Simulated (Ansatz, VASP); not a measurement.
**One calculation of HgPt, two programs**

File INCAR:

```
PREC = Accurate ; ENCUT = 520
EDIFF = 1E-8 ; ISMEAR = -1
SIGMA = 0.03 ; LREAL = F
LASPH = T ; NELM = 60
ALGO = Normal ; ISIF = 2
LWAVE = F ; LCHARG = F
LEFG = T ; NBANDS = 18
```

KPOINTS

```
regular mesh
0
Gamma
  12 12 10
```

Contents of POSCAR:

```
HgPt
1.0
    2.9308464291      0.0000000000      0.0000000000
    0.0000000000      2.9308464291      0.0000000000
    0.0000000000      0.0000000000      3.7733044737
Hg Pt
1 1
Direct
    0.0000000000      0.0000000000      0.0000000000
    0.5000000000      0.5000000000      0.5000000000
```

Input for Ansatz:

```yaml
crystal:
  lattice:
    - [2.9308464291, 0.0, 0.0]
    - [0.0, 2.9308464291, 0.0]
    - [0.0, 0.0, 3.7733044737]
  atoms:
    - { symbol: Hg, position: [0.0, 0.0, 0.0] }
    - { symbol: Pt, position: [0.5, 0.5, 0.5] }
kpoints:
  mp_grid: { grid: [12, 12, 10] }
scf:
  occupations: { method: fermi_dirac, width: 0.03 }
hamiltonian:
  xc: lda
  pseudopotentials: { kind: paw }
output:
  forces: true
  stress: true
  eigenvalues: true
  efg: { contact_densities: true }
```

Change from the starting cell: volume scaled by 0.96, PAW files.

Alike in both runs: task electric field gradients; functional LDA; k mesh 12 × 12 × 10; occupations fermi-dirac, width 0.03 eV; no spin polarisation.

|  | VASP | Ansatz |
| --- | --- | --- |
| version | VASP 6.6.1 | Ansatz 0.2.0 |
| potentials or method | VASP PAW LDA potentials, release 64 (Hg, Pt) | PAW with Ansatz's default frozen-core files, scalar-relativistic |
| plane-wave cutoff (eV) | 520 | 420 |
| valence electrons in the cell | 22 | 38 |

|  | VASP | Ansatz | Ansatz less VASP |
| --- | --- | --- | --- |
| pressure (GPa) | 9.4 | 6.9 | -2.51 |
| traceless stress, the component that is largest in VASP (GPa) | 0.73 | 0.56 | -0.166 |
| size of Vzz on the site where it differs most (V/Å²) | 109.5 | 116.3 | +6.81 |

LDA's correlation is that of Perdew and Zunger in VASP and of Perdew and Wang (1992) in Ansatz. VASP's potentials hold 22 valence electrons a cell and Ansatz's 38, so a difference there can come from the potentials and not from the codes.

Neither program's run includes spin-orbit coupling.
